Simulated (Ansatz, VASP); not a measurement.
CsCaF3: VASP beside Ansatz

```
Cs Ca F
1.0
     4.65615    0.00000    0.00000
     0.00000    4.65615    0.00000
     0.00000    0.00000    4.52053
Cs Ca F
1 1 3
Direct
  0.00000 0.00000 0.00000
  0.50000 0.50000 0.50000
  0.00000 0.50000 0.50000
  0.50000 0.00000 0.50000
  0.50000 0.50000 0.00000
```

Change from the starting cell: strain +0.030 along x and y, +0.000 along z, atoms carried along.

Alike in both runs: task single point; functional LDA; k mesh 6 × 6 × 6; occupations gaussian, width 0.05 eV; no spin polarisation.

```csv
,VASP,Ansatz
version,VASP 6.6.1,Ansatz 0.2.0
potentials or method,"VASP PAW LDA potentials, release 64 (Cs_sv, Ca_sv, F), cutoff 520 eV","scalar-relativistic, plane waves, PAW"
valence electrons in the cell,40,40
```

Ansatz gave:

| Property | Result |
| --- | --- |
| gap on the k mesh at the Fermi level (eV) | 6.44 |
| least direct gap on the mesh (eV) | 6.49 |
| pressure (GPa) | -6.2 |
| traceless stress, the component that is largest in VASP (GPa) | 1.09 |

Estimate VASP's values.

gap on the k mesh at the Fermi level (eV): 6.43; least direct gap on the mesh (eV): 6.47; pressure (GPa): -6.1; traceless stress, the component that is largest in VASP (GPa): 1.15.

LDA's correlation is that of Perdew and Zunger in VASP and of Perdew and Wang (1992) in Ansatz.

Spin-orbit coupling is off throughout.
